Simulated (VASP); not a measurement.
# K7Mg7InF24 (a cell with a defect) in VASP: notebook, part 2 of 2

VASP 6.6.1.

### 3 Single point, PBE

INCAR

```
SYSTEM = K7Mg7InF24
PREC = Accurate ; ENCUT = 520
EDIFF = 1E-6 ; ISMEAR = -1
SIGMA = 0.05 ; LREAL = Auto
LASPH = .TRUE. ; NELM = 120
ALGO = Normal ; ISIF = 2
LWAVE = .FALSE. ; LCHARG = .FALSE.
GGA = PE ; ISYM = -1
NBANDS = 154 ; GGA_COMPAT = .FALSE.
```

KPOINTS

```
explicit points
1
Reciprocal
  0.25000000   0.25000000   0.25000000 1
```

POSCAR

```
K7Mg7InF24
1.0
    7.9825440000      0.0000000000      0.0000000000
    0.0000000000      7.9825440000      0.0000000000
    0.0000000000      0.0000000000      7.9825440000
K In Mg F
7 1 7 24
Direct
    0.9947560000      0.9913550000      0.5023740000
    0.0024340000      0.4931150000      0.0086030000
    0.9876830000      0.5032560000      0.4983010000
    0.5060270000      0.9995450000      0.0007370000
    0.5058660000      0.9993790000      0.5018450000
    0.5055770000      0.5031130000      0.0043640000
    0.5102020000      0.4960690000      0.5003320000
    0.2542760000      0.2547080000      0.2534440000
    0.2486180000      0.2454190000      0.7472710000
    0.2525180000      0.7418160000      0.2496830000
    0.2597440000      0.7467420000      0.7475990000
    0.7483780000      0.2509550000      0.2617250000
    0.7483680000      0.2517730000      0.7421240000
    0.7521550000      0.7442520000      0.2541690000
    0.7497610000      0.7459540000      0.7532500000
    0.2444990000      0.2537720000      0.9967820000
    0.2548660000      0.2515770000      0.4997090000
    0.2525400000      0.7492430000      0.9963080000
    0.2531060000      0.7455340000      0.5038040000
    0.7596230000      0.2543050000      0.9995480000
    0.7533160000      0.2571950000      0.5002380000
    0.7501110000      0.7604190000      0.0028640000
    0.7436340000      0.7485710000      0.5032980000
    0.9936330000      0.2553780000      0.2589480000
    0.0098070000      0.2536820000      0.7540680000
    0.0022200000      0.7579670000      0.2551590000
    0.0039000000      0.7507060000      0.7561480000
    0.4887830000      0.2541890000      0.2472570000
    0.5085810000      0.2598300000      0.7448200000
    0.5045090000      0.7535580000      0.2453580000
    0.5062690000      0.7438790000      0.7470550000
    0.2581910000      0.9996100000      0.2445740000
    0.2473570000      0.0007440000      0.7454740000
    0.2460900000      0.4996490000      0.2557280000
    0.2457320000      0.5051430000      0.7458190000
    0.7479770000      0.9993200000      0.2477980000
    0.7424050000      0.0032370000      0.7482870000
    0.7432620000      0.5022620000      0.2498300000
    0.7400980000      0.5046140000      0.7451980000
```

Potentials or basis: VASP PAW PBE potentials, release 64 (K_sv, In_d, Mg, F).

Command:

```bash
$ cat potpaw_PBE.64/K_sv/POTCAR potpaw_PBE.64/In_d/POTCAR potpaw_PBE.64/Mg/POTCAR potpaw_PBE.64/F/POTCAR > POTCAR
$ mpirun -np 1 vasp_std > vasp.out
```

OUTCAR:

```text
SYSTEM = K7Mg7InF24
   PREC = Accurate
   ENCUT = 520
   EDIFF = 1E-6
   ISMEAR = -1
   LREAL = Auto
   LASPH = .TRUE.
   NELM = 120
   ISIF = 2
   GGA = PE
   ISYM = -1

 ion  position               nearest neighbor table
   1  0.995  0.991  0.502-  26 2.71  23 2.79  27 2.79  33 2.80  37 2.81  36 2.83  19 2.85  14 3.40
                            15 3.42  13 3.44  12 3.44   9 3.47  11 3.48  10 3.50   8 3.56
   2  0.002  0.493  0.009-  16 2.72  20 2.72  24 2.76  34 2.77  25 2.79  38 2.83   8 3.39  10 3.41
                            14 3.44  12 3.45   9 3.48  15 3.51  13 3.51  11 3.56
   3  0.988  0.503  0.498-  21 2.71  24 2.75  23 2.76  38 2.78  39 2.79  26 2.81  34 2.83  35 2.85
                            27 2.86  25 2.86  14 3.32  12 3.36  13 3.39  15 3.39  10 3.47   8 3.51
   4  0.506  1.000  0.001-  22 2.73  36 2.76  37 2.76  30 2.77  32 2.78  28 2.83  18 2.84  15 3.43
                            11 3.47  13 3.47  14 3.48  12 3.48   9 3.49   8 3.50  10 3.50
   5  0.506  0.999  0.502-  37 2.73  23 2.76  36 2.80  31 2.83  33 2.84  30 2.84  17 2.84  29 2.84
                            32 2.85  21 2.85  12 3.38  13 3.39  11 3.43  15 3.45   9 3.45  14 3.45
   6  0.506  0.503  0.004-  38 2.73  30 2.77  28 2.78  39 2.79  31 2.81  18 2.82  22 2.83  20 2.84
                            29 2.84  10 3.40  14 3.40  15 3.40  11 3.44   8 3.45  12 3.47  13 3.49
[... 369 lines left out ...]
    141       9.0906      0.00000
 [bands above 141 left out]

------------------------ aborting loop because EDIFF is reached ----------------------------------------

  FORCE on cell =-STRESS in cart. coord.  units (eV):
  Direction    XX          YY          ZZ          XY          YZ          ZX
  --------------------------------------------------------------------------------------
  -------------------------------------------------------------------------------------
  Total       20.8749578     18.2495574     17.2141894     -0.9238292     -0.3669473     -0.6559643
  in kB       65.7524934     57.4829377     54.2217082     -2.9099015     -1.1558202     -2.0661735
  external PRESSURE =      59.1523798 kB  Pullay stress =       0.0000000 kB

 VOLUME and BASIS-vectors are now :
 -----------------------------------------------------------------------------
  energy-cutoff  :      520.00
  volume of cell :      508.66
      direct lattice vectors                 reciprocal lattice vectors
     7.982544000  0.000000000  0.000000000     0.125273346  0.000000000  0.000000000
     0.000000000  7.982544000  0.000000000     0.000000000  0.125273346  0.000000000
     0.000000000  0.000000000  7.982544000     0.000000000  0.000000000  0.125273346

 POSITION                                       TOTAL-FORCE (eV/Angst)
 -----------------------------------------------------------------------------------
      7.94068      7.91353      4.01022        -0.016376     -0.152009      0.294533
      0.01943      3.93631      0.06867        -0.314738      0.415726     -0.622750
      7.88422      4.01726      3.97771         0.195447      0.316038      0.530727
      4.03938      7.97891      0.00588         0.238677     -0.217096     -0.288003
      4.03810      7.97759      4.00600         0.068581     -0.388042      0.222249
      4.03579      4.01612      0.03484         0.182177      0.215515     -0.510886
[... 31 lines left out ...]
      5.93312      4.00933      1.99428         0.003541     -0.564656      0.192284
      5.90786      4.02810      5.94858         0.303645     -0.574225      0.013195
 -----------------------------------------------------------------------------------
    total drift:                                0.019914      0.005408      0.011592

  FREE ENERGIE OF THE ION-ELECTRON SYSTEM (eV)
  ---------------------------------------------------
  free  energy   TOTEN  =      -186.3160951409 eV

  energy  without entropy=     -186.3160951409  energy(sigma->0) =     -186.31609514
```

It took 94 s on 1 thread of Intel Xeon 6975P-C (Granite Rapids), shared host; peak memory 0.5 GiB.

What came out:

| Quantity | Value |
| --- | --- |
| Free energy | -186.3161 eV |
| Pressure | 5.9 GPa |
| Largest force | 5.347 eV/Å |
| Band gap on the k mesh | 5.87 eV |

Forces on the atoms (eV/Å):
```
K   -0.016 -0.152  0.295
K   -0.315  0.416 -0.623
K    0.195  0.316  0.531
K    0.239 -0.217 -0.288
K    0.069 -0.388  0.222
K    0.182  0.216 -0.511
K   -0.129  0.494  0.398
In  -4.436 -2.367 -1.817
Mg   0.030  0.134  0.623
Mg  -0.375  1.400 -0.457
Mg  -1.028  0.692  0.711
Mg   0.402 -0.706 -1.755
Mg   1.148 -0.404  1.525
Mg   0.384  1.308 -0.821
Mg   0.909  1.075  0.641
F    0.423  0.245 -0.516
F    0.047  0.004  1.895
F    0.415 -0.423  0.596
F    0.163  0.009 -0.815
F   -0.577  0.327  0.379
F   -0.195 -0.055 -0.157
F   -0.249 -0.665  0.040
F    0.139 -0.073 -0.276
F   -0.066  0.175  0.268
F   -0.862  0.268 -0.620
F    0.151 -0.608  0.302
F   -0.277 -0.336 -0.518
F    4.797  0.100  0.054
F   -1.095 -0.129 -0.015
F   -0.551 -0.334  0.277
F   -0.419  0.102  0.017
F    0.106 -0.890  0.376
F    0.614  0.012 -0.314
F    0.058  2.069  0.020
F    0.315 -0.912 -0.053
F   -0.352  0.481  0.640
F   -0.151 -0.046 -0.460
F    0.004 -0.565  0.192
F    0.304 -0.574  0.013
```

Levels at points of the mesh, in eV from the valence-band top:
```tsv
k point	band 126	band 127	band 128	band 129	band 130	band 131	band 132	band 133
(0.25, 0.25, 0.25)	-0.39	-0.20	-0.09	0.00	5.87	7.87	8.52	8.55
```

Caveat: spin-orbit coupling is left out, which moves the levels of the heavy elements.
